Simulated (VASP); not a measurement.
Runs of VASP 6.6.1 on GaSb. The structure is that of space group F-43m (No. 216), or close to it. The cells are those of the table. 

```tsv
cell	gap on the mesh (eV)	pressure (GPa)
a = 4.341, b = 4.341, c = 4.297 Å, angles 60.3, 60.3, 59.3°, 2 atoms	none	2.5
a = 4.357, b = 4.357, c = 4.268 Å, angles 60.7, 60.7, 58.7°, 2 atoms	none	2.5
a = 4.312, b = 4.312, c = 4.355 Å, angles 59.7, 59.7, 60.7°, 2 atoms	0.04	2.5
a = 4.326 Å, angles 60.0°, 2 atoms	(a)	2.4
```

Alike in all rows: task single point; level PBE; potentials or basis VASP PAW PBE potentials, release 64 (Ga_d, Sb); no spin polarisation; k mesh 6 × 6 × 6; cutoff (eV) 520; smearing fermi-dirac 0.02 eV.

Task: Fill in the values left out.

Result: (a) 0.03.

Caveats: spin-orbit coupling is left out, which moves the levels of the heavy elements.

A k mesh can miss the band edges, and the runs leave out spin-orbit coupling on Ga, Sb.

A gap of «none» marks levels without a gap at the run's occupations.
